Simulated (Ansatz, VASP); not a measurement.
**Au in VASP and in Ansatz**

```
Au
1.0
    -1.65727    1.67177    1.67177
     1.65727   -1.64277    1.64277
     1.65727    1.64277   -1.64277
Au
1
Cartesian
  0.0000 0.0000 0.0000
```

Change from the starting cell: strain +0.0175 x Voigt [0, 0, 0, 1, 0, 0], atoms carried along.

Alike in both runs: task single point; functional PBEsol; k mesh 20 × 20 × 20; occupations gaussian, width 0.15 eV; no spin polarisation.

```csv
,VASP,Ansatz
version,VASP 6.6.1,Ansatz 0.2.0
potentials or method,"VASP PAW PBE potentials, release 64 (Au), cutoff 520 eV","scalar-relativistic, plane waves, PAW"
valence electrons in the cell,11,19
```

VASP gave:

* gap on the k mesh at the Fermi level (eV): none
* pressure (GPa): -9.5
* traceless stress, the component that is largest in VASP (GPa): -0.85

Task: Which values does Ansatz return?

Result: gap on the k mesh at the Fermi level (eV): none; pressure (GPa): -9.4; traceless stress, the component that is largest in VASP (GPa): -0.87.

VASP's potentials were made for PBE, not for PBEsol. A gap of «none» marks a metal or a gap that the smearing closes. With one functional, cell and mesh, what is left measures potentials, basis and numerics. VASP's potentials hold 11 valence electrons a cell and Ansatz's 19, so a difference there can come from the potentials and not from the codes.

Spin-orbit coupling is off throughout.
